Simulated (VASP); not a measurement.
# As in VASP: further runs

As is run at these levels: PBE+D3(BJ); tasks: single point.

Program: VASP 6.6.1. These are calculated values, not measurements. Logs are shortened: lines on timing, memory, paths and dates and some standing lists are left out, and cuts for length are marked.

**1. The cell of the first run**

The cell holds a slab with vacuum, 4 atoms: a = 3.572 Å, b = 3.572 Å, c = 20.295 Å, α = 90.00°, β = 90.00°, γ = 120.00°.

**2. Single point, PBE+D3(BJ)**

INCAR

```
PREC = Accurate
ENCUT = 520
EDIFF = 1E-6
ISMEAR = 0
SIGMA = 0.05
LREAL = False
LASPH = True
NELM = 60
ALGO = Normal
ISIF = 2
LWAVE = False
LCHARG = True
LDIPOL = True
IDIPOL = 3
DIPOL = 0.5 0.5 0.384
GGA = PE
IVDW = 12
LELF = True
LVHAR = True
LVACPOTAV = True
NBANDS = 18
```

KPOINTS

```
regular mesh
0
Gamma
  9 9 1
```

POSCAR

```
As
1.0
    3.5716242980      0.0000000000      0.0000000000
   -1.7858121490      3.0931173748      0.0000000000
    0.0000000000      0.0000000000     20.2951239168
As
4
Direct
    0.3333333333      0.6666666667      0.2217281362
    0.6666666667      0.3333333333      0.2906104021
    0.6666666667      0.3333333333      0.4770114435
    1.0000000000      0.0000000000      0.5458939653
```

Potentials or basis: VASP PAW PBE potentials, release 64 (As).

Launch:

```
$ cat potpaw_PBE.64/As/POTCAR > POTCAR
$ mpirun -np 1 vasp_std > vasp.out
```

OUTCAR:

```text
PREC = Accurate
   ENCUT = 520
   EDIFF = 1E-6
   ISMEAR = 0
   LREAL = False
   LASPH = True
   NELM = 60
   ISIF = 2
   GGA = PE
   IVDW = 12
 IVDW          = 12

 ion  position               nearest neighbor table
   1  0.333  0.667  0.222-   2 2.49   2 2.49   2 2.49
   2  0.667  0.333  0.291-   1 2.49   1 2.49   1 2.49
   3  0.667  0.333  0.477-   4 2.49   4 2.49   4 2.49
   4  0.000  0.000  0.546-   3 2.49   3 2.49   3 2.49

  LATTYP: Found a hexagonal cell.
 ALAT       =     3.5716242980
 C/A-ratio  =     5.6823232858

  Lattice vectors:

 A1 = (   3.5716242980,   0.0000000000,   0.0000000000)
 A2 = (  -1.7858121490,   3.0931173748,   0.0000000000)
 A3 = (   0.0000000000,   0.0000000000,  20.2951239168)

Analysis of symmetry for initial positions (statically):
=====================================================================
 Subroutine PRICEL returns:
 Original cell was already a primitive cell.

 Routine SETGRP: Setting up the symmetry group for a
 hexagonal supercell.

 Subroutine GETGRP returns: Found 12 space group operations
 (whereof  6 operations were pure point group operations)
 out of a pool of 24 trial point group operations.

The static configuration has the point symmetry C_3v.
 The point group associated with its full space group is D_3d.

Analysis of symmetry for dynamics (positions and initial velocities):
=====================================================================
 Subroutine PRICEL returns:
 Original cell was already a primitive cell.

 Routine SETGRP: Setting up the symmetry group for a
 hexagonal supercell.

 Subroutine GETGRP returns: Found 12 space group operations
 (whereof  6 operations were pure point group operations)
 out of a pool of 24 trial point group operations.

The dynamic configuration has the point symmetry C_3v.
 The point group associated with its full space group is D_3d.

 Subroutine INISYM returns: Found 12 space group operations
 (whereof  6 operations are pure point group operations),
 and found     1 'primitive' translations

----------------------------------------------------------------------------------------

                                     Primitive cell

  volume of cell :     224.2094

  direct lattice vectors                    reciprocal lattice vectors
     3.571624298  0.000000000  0.000000000     0.279984656  0.161649216  0.000000000
    -1.785812149  3.093117375  0.000000000     0.000000000  0.323298433  0.000000000
     0.000000000  0.000000000 20.295123917     0.000000000  0.000000000  0.049272919

  length of vectors
     3.571624298  3.571624298 20.295123917     0.323298433  0.323298433  0.049272919

  position of ions in fractional coordinates (direct lattice)
     0.333333333  0.666666667  0.221728136
     0.666666667  0.333333333  0.290610402
     0.666666667  0.333333333  0.477011443
     0.000000000  0.000000000  0.545893965

  ion indices of the primitive-cell ions
   primitive index   ion index
                 1           1
                 2           2
                 3           3
                 4           4

----------------------------------------------------------------------------------------

 KPOINTS: regular mesh

Automatic generation of k-mesh.
 Grid dimensions read from file:
 generate k-points for:    9    9    1

 Generating k-lattice:

  Cartesian coordinates                     Fractional coordinates (reciprocal lattice)
     0.031109406  0.017961024  0.000000000     0.111111111  0.000000000  0.000000000
     0.000000000  0.035922048  0.000000000     0.000000000  0.111111111  0.000000000
     0.000000000  0.000000000  0.049272919     0.000000000  0.000000000  1.000000000

  Length of vectors
     0.035922048  0.035922048  0.049272919

  Shift w.r.t. Gamma in fractional coordinates (k-lattice)
     0.000000000  0.000000000  0.000000000

 Subroutine IBZKPT returns following result:
 ===========================================

 Found     12 irreducible k-points:

 Following reciprocal coordinates:
            Coordinates               Weight
  0.000000  0.000000  0.000000      1.000000
  0.111111  0.000000  0.000000      6.000000
  0.222222 -0.000000  0.000000      6.000000
  0.333333  0.000000  0.000000      6.000000
  0.444444 -0.000000  0.000000      6.000000
  0.111111  0.111111  0.000000      6.000000
  0.222222  0.111111  0.000000     12.000000
  0.333333  0.111111  0.000000     12.000000
  0.444444  0.111111  0.000000      6.000000
  0.222222  0.222222  0.000000      6.000000
  0.333333  0.222222  0.000000     12.000000
  0.333333  0.333333  0.000000      2.000000
   k-points           NKPTS =     12   k-points in BZ     NKDIM =     12   number of bands    NBANDS=     18
   number of dos      NEDOS =    301   number of ions     NIONS =      4
   total plane-waves  NPLWV = 125440
   dimension x,y,z NGX =    28 NGY =   28 NGZ =  160
   dimension x,y,z NGXF=    56 NGYF=   56 NGZF=  320
   ions per type =               4
   NGX,Y,Z   is equivalent  to a cutoff of  13.03, 13.03, 13.11 a.u.
   NGXF,Y,Z  is equivalent  to a cutoff of  26.07, 26.07, 26.21 a.u.
 SYSTEM =  unknown system
   PREC   = accura    normal or accurate (medium, high low for compatibility)
   ISTART =      0    job   : 0-new  1-cont  2-samecut
   ICHARG =      2    charge: 1-file 2-atom 10-const
   ISPIN  =      1    spin polarized calculation?
   LNONCOLLINEAR =      F non collinear calculations
   LSORBIT =      F    spin-orbit coupling
   LASPH  =      T    aspherical Exc in radial PAW
   ENCUT  =  520.0 eV  38.22 Ry    6.18 a.u.   6.64  6.64 37.74*2*pi/ulx,y,z
   NELM   =     60;   NELMIN=  2; NELMDL= -5     # of ELM steps
   EDIFF  = 0.1E-05   stopping-criterion for ELM
   LREAL  =      F    real-space projection
   EDIFFG = 0.1E-04   stopping-criterion for IOM
   NSW    =      0    number of steps for IOM
   IBRION =     -1    ionic relax: 0-MD 1-quasi-New 2-CG
   NFREE  =      0    steps in history (QN), initial steepest desc. (CG)
   ISIF   =      2    stress and relaxation
   ISYM   =      2    0-nonsym 1-usesym 2-fastsym
   POTIM  = 0.5000    time-step for ionic-motion
   TEBEG  =    0.0;   TEEND  =   0.0 temperature during run
   PSTRESS=    0.0 pullay stress
   NELECT =      20.0000    total number of electrons
   NUPDOWN=      -1.0000    fix difference up-down
   EMIN   =  10.00;   EMAX   =-10.00  energy-range for DOS
   EFERMI =   0.00;   METHOD = LEGACY
   ISMEAR =     0;   SIGMA  =   0.05  broadening in eV -4-tet -1-fermi 0-gaus
   EFERMI_NEDOS =   21; number of points for ismear=-14 and -15
   IALGO  =     38    algorithm
   IMIX   =      4    mixing-type and parameters
     AMIX     =   0.40;   BMIX     =  1.00
     AMIX_MAG =   1.60;   BMIX_MAG =  1.00
  volume/ion in A,a.u.               =      56.05       378.26
  Fermi-wavevector in a.u.,A,eV,Ry     =   0.731476  1.382290  7.279898  0.535057
  Thomas-Fermi vector in A             =   1.823703
   LORBIT       =      0    0 simple, 1 ext, 2 COOP (PROOUT), +10 PAW based schemes
   GGA     = PE    functional components
   LHFCALC =     F    Hartree Fock is set to
   AEXX    =    0.0000 exact exchange contribution
   IVDW    =    12    specifies the selected vdW correction
   LEPSILON=     F    determine dielectric tensor
   LRPA    =     F    only Hartree local field effects (RPA)
 non-spin polarized calculation
 Gauss-broadening in eV      SIGMA  =   0.05
  energy-cutoff  :      520.00
  volume of cell :      224.21
 maximum number of plane-waves:      6099
 NGX is ok and might be reduce to    28
   NGX = 13   NGY = 13   NGZ = 75

 dipolmoment           0.000000      0.000000     -0.000048 electrons x Angstroem

 number of electron      20.0000000 magnetization

 dipolmoment           0.000000      0.000000      0.000018 electrons x Angstroem

 Free energy of the ion-electron system (eV)
  ---------------------------------------------------
  ext. energy  EPLUGINS =         0.00000000
  ---------------------------------------------------
  free energy    TOTEN  =       -18.62095945 eV

  energy without entropy =      -18.62095945  energy(sigma->0) =      -18.62095945

 E-fermi :  -1.2516     XC(G=0):  -4.7321

 val. band max:       -1.4854559712   @ k =   0.1111   0.1111   0.0000
 cond. band min:      -0.2290658336   @ k =   0.3333   0.0000   0.0000
 fundamental gap:      1.2563901377
 Fermi energy:        -1.2515966729

 k-point     1 :       0.0000    0.0000    0.0000
  band No.  band energies     occupation
      1     -15.2209      2.00000
      2     -15.1803      2.00000
      3      -8.9909      2.00000
      4      -8.6489      2.00000
      5      -2.7540      2.00000
      6      -1.6296      2.00000
[... 10 lines left out ...]
     17       3.2497      0.00000
     18       3.5726      0.00000

 k-point     2 :       0.1111    0.0000    0.0000
  band No.  band energies     occupation
      1     -15.0531      2.00000
      2     -15.0123      2.00000
      3      -8.9521      2.00000
      4      -8.6292      2.00000
      5      -3.0097      2.00000
      6      -2.8617      2.00000
[... 10 lines left out ...]
     17       3.4812      0.00000
     18       3.7810      0.00000

 k-point     3 :       0.2222   -0.0000    0.0000
  band No.  band energies     occupation
      1     -14.5590      2.00000
      2     -14.5176      2.00000
      3      -8.9884      2.00000
      4      -8.7402      2.00000
      5      -4.6746      2.00000
      6      -4.4870      2.00000
[... 10 lines left out ...]
     17       4.0056      0.00000
     18       4.3077      0.00000

 k-point     4 :       0.3333    0.0000    0.0000
  band No.  band energies     occupation
      1     -13.7807      2.00000
      2     -13.7381      2.00000
      3      -9.5563      2.00000
      4      -9.4269      2.00000
      5      -5.4445      2.00000
      6      -5.1726      2.00000
[... 123 lines left out ...]
      4      -9.7878      2.00000
      5      -5.0231      2.00000
      6      -4.9366      2.00000
[... 10 lines left out ...]
     17       5.3962      0.00000
     18       5.4811      0.00000

 k-point    11 :       0.3333    0.2222    0.0000
  band No.  band energies     occupation
      1     -12.4350      2.00000
      2     -12.3886      2.00000
      3     -10.7908      2.00000
      4     -10.7271      2.00000
      5      -5.6356      2.00000
      6      -5.6315      2.00000
[... 10 lines left out ...]
     17       5.7459      0.00000
     18       5.9387      0.00000

 k-point    12 :       0.3333    0.3333    0.0000
  band No.  band energies     occupation
      1     -11.6133      2.00000
      2     -11.5508      2.00000
      3     -11.5504      2.00000
      4     -11.5098      2.00000
      5      -6.0395      2.00000
      6      -6.0392      2.00000
[... 10 lines left out ...]
     17       6.4964      0.00000
     18       6.4966      0.00000

------------------------ aborting loop because EDIFF is reached ----------------------------------------

 Edisp (eV)   -1.02115

 E8    (eV) :    -0.4444

  FORCE on cell =-STRESS in cart. coord.  units (eV):
  Direction    XX          YY          ZZ          XY          YZ          ZX
  --------------------------------------------------------------------------------------
  -------------------------------------------------------------------------------------
  Total       0.13401     0.13401     0.24021     0.00000     0.00000     0.00000
  in kB       0.95764     0.95764     1.71655     0.00000     0.00000     0.00000
  external pressure =        1.21 kB  Pullay stress =        0.00 kB

 VOLUME and BASIS-vectors are now :
 -----------------------------------------------------------------------------
  energy-cutoff  :      520.00
  volume of cell :      224.21
      direct lattice vectors                 reciprocal lattice vectors
     3.571624298  0.000000000  0.000000000     0.279984656  0.161649216  0.000000000
    -1.785812149  3.093117375  0.000000000     0.000000000  0.323298433  0.000000000
     0.000000000  0.000000000 20.295123917     0.000000000  0.000000000  0.049272919

 POSITION                                       TOTAL-FORCE (eV/Angst)
 -----------------------------------------------------------------------------------
     -0.00000      2.06208      4.50000        -0.000000      0.000000     -0.091498
      1.78581      1.03104      5.89797         0.000000     -0.000000      0.091396
      1.78581      1.03104      9.68101         0.000000      0.000000     -0.091396
      0.00000      0.00000     11.07899        -0.000000     -0.000000      0.091498
 -----------------------------------------------------------------------------------
    total drift:                               -0.000000      0.000000      0.002047

  FREE ENERGIE OF THE ION-ELECTRON SYSTEM (eV)
  ---------------------------------------------------
  free  energy   TOTEN  =       -19.6421087558 eV

  energy  without entropy=      -19.6421087558  energy(sigma->0) =      -19.64210876

 vacuum level on the upper side and lower side of the slab         3.781         3.780
```

Wall time 38 s (1 thread of Intel Xeon 6975P-C (Granite Rapids), shared host); peak memory 0.33 GiB.

Results:

```
Free energy                : -19.6421 eV
Largest force              : 0.091 eV/Å
Band gap on the k mesh     : 1.26 eV, indirect (least direct gap 1.73 eV)
Dispersion energy per atom : -0.255 eV
```

Forces on the atoms (eV/Å):
```
As   0.000  0.000 -0.091
As   0.000  0.000  0.091
As   0.000  0.000 -0.091
As   0.000  0.000  0.091
```

Levels at points of the mesh, in eV from the valence-band top:
```
           k point  band 8  band 9  band 10  band 11  band 12  band 13
(0.00, 0.00, 0.00)   -0.05   -0.02    -0.02     1.88     2.30     3.44
```

**3. Single point, PBE+D3(BJ)**

INCAR

```
SYSTEM = As
PREC = Accurate
ENCUT = 520
EDIFF = 1E-6
ISMEAR = 0
SIGMA = 0.05
LREAL = .False.
LASPH = .True.
NELM = 100
ALGO = Normal
ISIF = 2
LWAVE = .False.
LCHARG = .True.
LDIPOL = .True.
IDIPOL = 3
DIPOL = 0.5 0.5 0.356
GGA = PE
IVDW = 12
LELF = .True.
LVHAR = .True.
LVACPOTAV = .True.
NBANDS = 18
```

KPOINTS

```
Automatic mesh
0
Gamma
  9 9 1
  0 0 0
```

POSCAR

```
As
1.0
    3.5716242980      0.0000000000      0.0000000000
   -1.7858121490      3.0931173748      0.0000000000
    0.0000000000      0.0000000000     20.2951239168
As
4
Direct
    0.3333333333      0.6666666667      0.2217281362
    0.6666666667      0.3333333333      0.2900707644
    1.0000000000      1.0000000000      0.4228575752
    1.3333333333      0.6666666667      0.4912018438
```

Potentials or basis: VASP PAW PBE potentials, release 64 (As).

Launch:

```
$ cat potpaw_PBE.64/As/POTCAR > POTCAR
$ mpirun -np 1 vasp_std > vasp.out
```

OUTCAR:

```text
SYSTEM = As
   PREC = Accurate
   ENCUT = 520
   EDIFF = 1E-6
   ISMEAR = 0
   LREAL = .False.
   LASPH = .True.
   NELM = 100
   ISIF = 2
   GGA = PE
   IVDW = 12
 IVDW          = 12

 ion  position               nearest neighbor table
   1  0.333  0.667  0.222-   2 2.49   2 2.49   2 2.49
   2  0.667  0.333  0.290-   1 2.49   1 2.49   1 2.49
   3  0.000  0.000  0.423-   4 2.49   4 2.49   4 2.49
   4  0.333  0.667  0.491-   3 2.49   3 2.49   3 2.49

[... 448 lines left out ...]
  Direction    XX          YY          ZZ          XY          YZ          ZX
  --------------------------------------------------------------------------------------
  -------------------------------------------------------------------------------------
  Total       1.42119     1.42119     0.22354     0.00000     0.00000     0.00000
  in kB      10.15568    10.15568     1.59738     0.00000     0.00000     0.00000
  external pressure =        7.30 kB  Pullay stress =        0.00 kB

 VOLUME and BASIS-vectors are now :
 -----------------------------------------------------------------------------
  energy-cutoff  :      520.00
  volume of cell :      224.21
      direct lattice vectors                 reciprocal lattice vectors
     3.571624298  0.000000000  0.000000000     0.279984656  0.161649216  0.000000000
    -1.785812149  3.093117375  0.000000000     0.000000000  0.323298433  0.000000000
     0.000000000  0.000000000 20.295123917     0.000000000  0.000000000  0.049272919

 POSITION                                       TOTAL-FORCE (eV/Angst)
 -----------------------------------------------------------------------------------
     -0.00000      2.06208      4.50000         0.000000      0.000000     -0.089151
      1.78581      1.03104      5.88702        -0.000000      0.000000      0.093176
      0.00000      0.00000      8.58195         0.000000      0.000000     -0.093176
     -0.00000      2.06208      9.96900        -0.000000     -0.000000      0.089151
 -----------------------------------------------------------------------------------
    total drift:                                0.000000     -0.000000     -0.014608

  FREE ENERGIE OF THE ION-ELECTRON SYSTEM (eV)
  ---------------------------------------------------
  free  energy   TOTEN  =       -19.7341315634 eV

  energy  without entropy=      -19.7341315633  energy(sigma->0) =      -19.73413156

 vacuum level on the upper side and lower side of the slab         3.772         3.775
```

Wall time 45 s (1 thread of Intel Xeon 6975P-C (Granite Rapids), shared host); peak memory 0.33 GiB.

Results:

* Free energy: -19.7341 eV
* Largest force: 0.093 eV/Å
* Band gap on the k mesh: 0.43 eV, indirect (least direct gap 1.31 eV)
* Dispersion energy per atom: -0.298 eV

Forces in eV/Å, atoms in the order of the input:
```
As   0.000  0.000 -0.089
As   0.000  0.000  0.093
As   0.000  0.000 -0.093
As   0.000  0.000  0.089
```

Levels at points of the mesh, in eV from the valence-band top:
```tsv
k point	band 6	band 7	band 8	band 9	band 10	band 11	band 12	band 13	band 14	band 15
(0.00, 0.00, 0.00)	-0.88	-0.88	-0.81	-0.81	-0.20	1.11	2.13	2.44	2.44	2.93
```
